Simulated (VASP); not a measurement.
# KCl (P6_3mc) in VASP: relaxation of cell and atoms with PBE

Aim: the relaxation of cell and atoms of KCl with PBE.

Program: VASP 6.6.1. These are calculated values, not measurements. Logs are shortened: lines on timing, memory, paths and dates and some standing lists are left out, and cuts for length are marked.

## 1. The cell of the first run

The structure is hexagonal, space group P6_3mc (No. 186). The conventional cell has a = 4.637 Å, b = 4.637 Å, c = 7.572 Å, α = 90.00°, β = 90.00°, γ = 120.00°. K (site symmetry 3m) has 4 Cl at 2.84 Å within 3.7 Å. Cl (site symmetry 3m) has 4 K at 2.84 Å within 3.7 Å.

## 2. Relaxation of cell and atoms, PBE

The input, INCAR:

```
SYSTEM = KCl
ALGO     = Normal         ! electronic algorithm
EDIFF    = 1E-6           ! SCF threshold, eV
EDIFFG   = -0.005         ! ionic threshold
ENCUT    = 600            ! plane-wave cutoff, eV
GGA      = PE             ! functional
IBRION   = 2              ! ionic algorithm
ISIF     = 3              ! what is computed and relaxed
ISMEAR   = -1             ! smearing method
LASPH    = .TRUE.         ! aspherical terms in the spheres
LCHARG   = .FALSE.        ! write CHGCAR
LREAL    = .FALSE.        ! projectors in reciprocal space
LWAVE    = .FALSE.        ! write WAVECAR
NELM     = 100            ! most SCF steps
NSW      = 80             ! ionic steps
PREC     = Accurate       ! precision mode
SIGMA    = 0.02           ! smearing width, eV
```

The input, KPOINTS:

```
k-points
0
G
  6 6 4
  0 0 0
```

The input, POSCAR:

```
KCl
1.0
    4.6367207838      0.0000000000      0.0000000000
   -2.3183603919      4.0155179890      0.0000000000
    0.0000000000      0.0000000000      7.5717650399
K Cl
2 2
Direct
    0.3333333333      0.6666666667      0.0000000000
    0.6666666667      0.3333333333      0.5000000000
    0.3333333333      0.6666666667      0.3750000000
    0.6666666667      0.3333333333      0.8750000000
```

Potentials or basis: VASP PAW PBE potentials, release 64 (K_sv, Cl).

Command:

```sh
$ cat potpaw_PBE.64/K_sv/POTCAR potpaw_PBE.64/Cl/POTCAR > POTCAR
$ mpirun -np 1 vasp_std > vasp.out
```

OUTCAR:

```text
SYSTEM = KCl
   EDIFF = 1E-6
   EDIFFG = -0.005
   ENCUT = 600
   GGA = PE
   IBRION = 2
   ISIF = 3
   ISMEAR = -1
   LASPH = .TRUE.
   LREAL = .FALSE.
   NELM = 100
   NSW = 80
   PREC = Accurate

 ion  position               nearest neighbor table
   1  0.333  0.667  0.000-   4 2.84   4 2.84   4 2.84   3 2.84
   2  0.667  0.333  0.500-   3 2.84   3 2.84   3 2.84   4 2.84
   3  0.333  0.667  0.375-   2 2.84   2 2.84   2 2.84   1 2.84
   4  0.667  0.333  0.875-   1 2.84   1 2.84   1 2.84   2 2.84

  LATTYP: Found a hexagonal cell.
 ALAT       =     4.6367207838
 C/A-ratio  =     1.6330000000

  Lattice vectors:

 A1 = (   4.6367207838,   0.0000000000,   0.0000000000)
 A2 = (  -2.3183603919,   4.0155179890,   0.0000000000)
 A3 = (   0.0000000000,   0.0000000000,   7.5717650399)

Analysis of symmetry for initial positions (statically):
=====================================================================
 Subroutine PRICEL returns:
 Original cell was already a primitive cell.

 Routine SETGRP: Setting up the symmetry group for a
 hexagonal supercell.

 Subroutine GETGRP returns: Found 12 space group operations
 (whereof  6 operations were pure point group operations)
 out of a pool of 24 trial point group operations.

The static configuration has the point symmetry C_3v.
 The point group associated with its full space group is C_6v.

Analysis of symmetry for dynamics (positions and initial velocities):
=====================================================================
 Subroutine PRICEL returns:
 Original cell was already a primitive cell.

 Routine SETGRP: Setting up the symmetry group for a
 hexagonal supercell.

 Subroutine GETGRP returns: Found 12 space group operations
 (whereof  6 operations were pure point group operations)
 out of a pool of 24 trial point group operations.

The dynamic configuration has the point symmetry C_3v.
 The point group associated with its full space group is C_6v.

 Subroutine INISYM returns: Found 12 space group operations
 (whereof  6 operations are pure point group operations),
 and found     1 'primitive' translations

----------------------------------------------------------------------------------------

                                     Primitive cell

  volume of cell :     140.9774

  direct lattice vectors                    reciprocal lattice vectors
     4.636720784  0.000000000  0.000000000     0.215669661  0.124516937  0.000000000
    -2.318360392  4.015517989  0.000000000     0.000000000  0.249033874  0.000000000
     0.000000000  0.000000000  7.571765040     0.000000000  0.000000000  0.132069603

  length of vectors
     4.636720784  4.636720784  7.571765040     0.249033874  0.249033874  0.132069603

  position of ions in fractional coordinates (direct lattice)
     0.333333333  0.666666667  0.000000000
     0.666666667  0.333333333  0.500000000
     0.333333333  0.666666667  0.375000000
     0.666666667  0.333333333  0.875000000

  ion indices of the primitive-cell ions
   primitive index   ion index
                 1           1
                 2           2
                 3           3
                 4           4

----------------------------------------------------------------------------------------

 KPOINTS: k-points

Automatic generation of k-mesh.
 Grid dimensions read from file:
 generate k-points for:    6    6    4

 Generating k-lattice:

  Cartesian coordinates                     Fractional coordinates (reciprocal lattice)
     0.035944944  0.020752823  0.000000000     0.166666667  0.000000000  0.000000000
     0.000000000  0.041505646  0.000000000     0.000000000  0.166666667  0.000000000
     0.000000000  0.000000000  0.033017401     0.000000000  0.000000000  0.250000000

  Length of vectors
     0.041505646  0.041505646  0.033017401

  Shift w.r.t. Gamma in fractional coordinates (k-lattice)
     0.000000000  0.000000000  0.000000000

 Subroutine IBZKPT returns following result:
 ===========================================

 Found     21 irreducible k-points:

 Following reciprocal coordinates:
            Coordinates               Weight
  0.000000  0.000000  0.000000      1.000000
  0.166667 -0.000000  0.000000      6.000000
  0.333333 -0.000000  0.000000      6.000000
  0.500000 -0.000000  0.000000      3.000000
  0.166667  0.166667  0.000000      6.000000
  0.333333  0.166667  0.000000     12.000000
[... 13 lines left out ...]
  0.333333  0.166667  0.500000     12.000000
  0.333333  0.333333  0.500000      2.000000
   k-points           NKPTS =     21   k-points in BZ     NKDIM =     21   number of bands    NBANDS=     20
   number of dos      NEDOS =    301   number of ions     NIONS =      4
   total plane-waves  NPLWV =  96000
   dimension x,y,z NGX =    40 NGY =   40 NGZ =   60
   dimension x,y,z NGXF=    80 NGYF=   80 NGZF=  120
   ions per type =               2   2
   NGX,Y,Z   is equivalent  to a cutoff of  14.34, 14.34, 13.17 a.u.
   NGXF,Y,Z  is equivalent  to a cutoff of  28.68, 28.68, 26.35 a.u.
 SYSTEM =  KCl
   PREC   = accura    normal or accurate (medium, high low for compatibility)
   ISTART =      0    job   : 0-new  1-cont  2-samecut
   ICHARG =      2    charge: 1-file 2-atom 10-const
   ISPIN  =      1    spin polarized calculation?
   LNONCOLLINEAR =      F non collinear calculations
   LSORBIT =      F    spin-orbit coupling
   LASPH  =      T    aspherical Exc in radial PAW
   ENCUT  =  600.0 eV  44.10 Ry    6.64 a.u.   9.26  9.26 15.12*2*pi/ulx,y,z
   NELM   =    100;   NELMIN=  2; NELMDL= -5     # of ELM steps
   EDIFF  = 0.1E-05   stopping-criterion for ELM
   LREAL  =      F    real-space projection
   EDIFFG = -.5E-02   stopping-criterion for IOM
   NSW    =     80    number of steps for IOM
   IBRION =      2    ionic relax: 0-MD 1-quasi-New 2-CG
   NFREE  =      1    steps in history (QN), initial steepest desc. (CG)
   ISIF   =      3    stress and relaxation
   ISYM   =      2    0-nonsym 1-usesym 2-fastsym
   POTIM  = 0.5000    time-step for ionic-motion
   TEBEG  =    0.0;   TEEND  =   0.0 temperature during run
   PSTRESS=    0.0 pullay stress
   NELECT =      32.0000    total number of electrons
   NUPDOWN=      -1.0000    fix difference up-down
   EMIN   =  10.00;   EMAX   =-10.00  energy-range for DOS
   EFERMI =   0.00;   METHOD = LEGACY
   ISMEAR =    -1;   SIGMA  =   0.02  broadening in eV -4-tet -1-fermi 0-gaus
   EFERMI_NEDOS =   21; number of points for ismear=-14 and -15
   IALGO  =     38    algorithm
   IMIX   =      4    mixing-type and parameters
     AMIX     =   0.40;   BMIX     =  1.00
     AMIX_MAG =   1.60;   BMIX_MAG =  1.00
  volume/ion in A,a.u.               =      35.24       237.84
  Fermi-wavevector in a.u.,A,eV,Ry     =   0.998638  1.887153 13.568801  0.997279
  Thomas-Fermi vector in A             =   2.130875
   LORBIT       =      0    0 simple, 1 ext, 2 COOP (PROOUT), +10 PAW based schemes
   GGA     = PE    functional components
   LHFCALC =     F    Hartree Fock is set to
   AEXX    =    0.0000 exact exchange contribution
   IVDW    =     0    specifies the selected vdW correction
   LEPSILON=     F    determine dielectric tensor
   LRPA    =     F    only Hartree local field effects (RPA)
 conjugate gradient relaxation of ions
 non-spin polarized calculation
  energy-cutoff  :      600.00
  volume of cell :      140.98
 maximum number of plane-waves:      4735
 NGX is ok and might be reduce to    40
   NGX = 19   NGY = 19   NGZ = 31

--------------------------------------- Ionic step        1  -------------------------------------------

 number of electron      32.0000000 magnetization

 Free energy of the ion-electron system (eV)
  ---------------------------------------------------
  ext. energy  EPLUGINS =         0.00000000
  ---------------------------------------------------
  free energy    TOTEN  =       -12.87293408 eV

  energy without entropy =      -12.87293408  energy(sigma->0) =      -12.87293408

------------------------ aborting loop because EDIFF is reached ----------------------------------------

  FORCE on cell =-STRESS in cart. coord.  units (eV):
  Direction    XX          YY          ZZ          XY          YZ          ZX
  --------------------------------------------------------------------------------------
  -------------------------------------------------------------------------------------
  Total        3.8916735      3.8916735      3.6327564      0.0000000      0.0000000      0.0000000
  in kB       44.2280035     44.2280035     41.2854683      0.0000000      0.0000000      0.0000000
  external PRESSURE =      43.2471585 kB  Pullay stress =       0.0000000 kB
[... 95 lines left out ...]
  FREE ENERGIE OF THE ION-ELECTRON SYSTEM (eV)
  ---------------------------------------------------
  free  energy   TOTEN  =       -13.2605605706 eV

  energy  without entropy=      -13.2605605706  energy(sigma->0) =      -13.26056057

[... ionic steps 4 to 33 ...]

--------------------------------------- Ionic step       34  -------------------------------------------

 number of electron      32.0000002 magnetization

------------------------ aborting loop because EDIFF is reached ----------------------------------------

  FORCE on cell =-STRESS in cart. coord.  units (eV):
  Direction    XX          YY          ZZ          XY          YZ          ZX
  --------------------------------------------------------------------------------------
  -------------------------------------------------------------------------------------
  Total        0.0074832      0.0074832      0.0158410     -0.0000000      0.0000000      0.0000000
  in kB        0.0752145      0.0752145      0.1592186     -0.0000000      0.0000000      0.0000000
  external PRESSURE =       0.1032159 kB  Pullay stress =       0.0000000 kB
[... 61 lines left out ...]
  energy  without entropy=      -13.4510086475  energy(sigma->0) =      -13.45100865

--------------------------------------- Ionic step       36  -------------------------------------------

 number of electron      32.0000002 magnetization

 Free energy of the ion-electron system (eV)
  ---------------------------------------------------
  ext. energy  EPLUGINS =         0.00000000
  ---------------------------------------------------
  free energy    TOTEN  =       -13.45102389 eV

  energy without entropy =      -13.45102389  energy(sigma->0) =      -13.45102389

 E-fermi :  -2.3264     XC(G=0):  -6.4127

 val. band max:       -2.7430624219   @ k =   0.0000   0.0000   0.0000
 cond. band min:       1.9612295443   @ k =   0.0000   0.0000   0.0000
 fundamental gap:      4.7042919661
 Fermi energy:        -2.3263670755

 k-point     1 :       0.0000    0.0000    0.0000
  band No.  band energies     occupation
      1     -30.1573      2.00000
      2     -30.1469      2.00000
      3     -14.7710      2.00000
      4     -14.6925      2.00000
      5     -13.7178      2.00000
      6     -13.6871      2.00000
[... 12 lines left out ...]
     19       5.4395      0.00000
[... 490 lines left out ...]
  FREE ENERGIE OF THE ION-ELECTRON SYSTEM (eV)
  ---------------------------------------------------
  free  energy   TOTEN  =       -13.4510238865 eV

  energy  without entropy=      -13.4510238865  energy(sigma->0) =      -13.45102389

 reached required accuracy - stopping structural energy minimisation
```

Wall time 35 min (1 thread of Oxide Virtual Turin-like, shared host); peak memory 0.31 GiB.

Results:

```yaml
Free_energy: -13.4510 eV
Relaxed_volume: 39.87 Å³/atom
Relaxed_cell: a = 5.396 Å, b = 5.396 Å, c = 6.324 Å, α = 90.00°, β = 90.00°, γ = 120.00°
Space_group_after_relaxing_to_0.1_Å: P6_3/mmc (No. 194)
Pressure_after_relaxing: 0.0 GPa
Largest_force_after_relaxing: 0.005 eV/Å
Band_gap_on_the_k_mesh: 4.70 eV
```

Forces in eV/Å, atoms in the order of the input:
```
K    0.000  0.000 -0.005
K    0.000  0.000 -0.005
Cl   0.000  0.000  0.005
Cl   0.000  0.000  0.005
```

Final structure:
```cif
data_structure
_symmetry_space_group_name_H-M 'P 1'
_symmetry_Int_Tables_number 1
_cell_length_a 5.3961
_cell_length_b 5.3961
_cell_length_c 6.3245
_cell_angle_alpha 90.000
_cell_angle_beta 90.000
_cell_angle_gamma 120.000
_cell_volume 159.48
loop_
_atom_site_label
_atom_site_type_symbol
_atom_site_fract_x
_atom_site_fract_y
_atom_site_fract_z
_atom_site_occupancy
K1 K 0.33333 0.66667 0.93779 1
K2 K 0.66667 0.33333 0.43779 1
Cl1 Cl 0.33333 0.66667 0.43721 1
Cl2 Cl 0.66667 0.33333 0.93721 1
```

Caveat: the structure was generated, so it needn't be the stable form of KCl; a cell axis changed by over 15 % at a fixed basis, so the end point is rough. A k mesh can miss the band edges.
